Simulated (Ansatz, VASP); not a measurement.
# One calculation of LiGaI2, two programs

```
Li Ga I
1.0
     2.02090    1.16677    7.98073
    -2.02090    1.16677    7.98073
     0.00000   -2.33354    7.98073
Li Ga I
1 1 2
Direct
  0.50000 0.50000 0.50000
  0.00000 0.00000 0.00000
  0.77264 0.77264 0.77264
  0.22736 0.22736 0.22736
```

Change from the starting cell: species swapped into the CsTbS2 type (R-3m, No. 166).

Alike in both runs: task single point; functional PBE; k mesh 6 × 6 × 6; occupations gaussian, width 0.1 eV; no spin polarisation.

|  | VASP | Ansatz |
| --- | --- | --- |
| version | VASP 6.6.1 | Ansatz 0.2.0 |
| potentials or method | VASP PAW PBE potentials, release 64 (Li_sv, Ga_d, I), cutoff 520 eV | scalar-relativistic, plane waves, PAW |
| valence electrons in the cell | 30 | 50 |

```csv
,VASP,Ansatz,Ansatz less VASP
gap on the k mesh at the Fermi level (eV),0.68,0.68,+0.003
least direct gap on the mesh (eV),1.82,1.82,+0.001
rms of the force components (eV/Å),0.528,0.528,-0.0003
```

Atom by atom the forces differ by 0.000 eV/Å (rms over components). VASP's potentials hold 30 valence electrons a cell and Ansatz's 50, so a difference there can come from the potentials and not from the codes.

Neither program's run includes spin-orbit coupling. Noted on VASP's run: the cutoff is short for stress, so the pressure is rough.
